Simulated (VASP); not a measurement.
Here is a VASP 6.6.1 calculation.

Contents of INCAR:

```
PREC = Accurate ; ENCUT = 500
EDIFF = 1E-6 ; ISMEAR = 0
SIGMA = 0.01 ; LREAL = F
LASPH = T ; NELM = 120
ALGO = Normal ; ISIF = 2
LWAVE = F ; LCHARG = T
LELF = T ; LVHAR = T
NBANDS = 11 ; GGA_COMPAT = F
```

Contents of KPOINTS:

```
Automatic mesh
0
Gamma
  6 6 6
```

Contents of POSCAR:

```
BP
1.0
    0.0000000000      2.2690000000      2.2690000000
    2.2690000000      0.0000000000      2.2690000000
    2.2690000000      2.2690000000      0.0000000000
B P
1 1
Direct
    0.0000000000      0.0000000000      0.0000000000
    0.2500000000      0.2500000000      0.2500000000
```

Potentials or basis: VASP PAW LDA potentials, release 64 (B, P).

Launch:

```bash
$ cat potpaw_LDA.64/B/POTCAR potpaw_LDA.64/P/POTCAR > POTCAR
$ mpirun -np 1 vasp_std > vasp.out
```

(1) Predict the band gap on the k mesh.

(2) Predict the pressure.

## Answers

(1) 1.30 eV, indirect (least direct gap 3.38 eV).

(2) -5.2 GPa.
